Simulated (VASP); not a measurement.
CdS, 4 atoms in the cell. The structure is hexagonal, space group P6_3mc (No. 186). Conventional cell: a = 4.135 Å, b = 4.135 Å, c = 6.884 Å, α = 90.00°, β = 90.00°, γ = 120.00°. Cd (site symmetry 3m) has 4 S at 2.52 to 2.65 Å within 3.3 Å. S (site symmetry 3m) has 4 Cd at 2.52 to 2.65 Å within 3.3 Å.  This cell differs from its parent crystal: zz strain of +2 %.

```yaml
Program: VASP 6.6.1
Task: single point
Functional: LDA
Potentials_or_basis: VASP PAW LDA potentials, release 64 (Cd, S)
Cutoff: 520 eV
k_mesh: 8 × 8 × 4
Occupations: fermi-dirac, width 0.02 eV
Spin: no spin polarisation
Dipole_correction: no
Further_INCAR_settings: ALGO = Normal; EDIFF = 1e-07; NBANDS = 26
```

Potentials or basis: VASP PAW LDA potentials, release 64 (Cd, S).

Run with:

```sh
$ cat potpaw_LDA.64/Cd/POTCAR potpaw_LDA.64/S/POTCAR > POTCAR
$ mpirun -np 1 vasp_std > vasp.out
```

Hardware: 1 thread of AMD EPYC 7R43 64-Core Processor (Zen 3), with other jobs on the host.

Problem. Estimate the wall time of this run.

Solution. Wall time 2.4 min on 1 thread of AMD EPYC 7R43 64-Core Processor (Zen 3) (shared host), peak memory 0.18 GiB. Counts: scf iterations 15, k points 30.
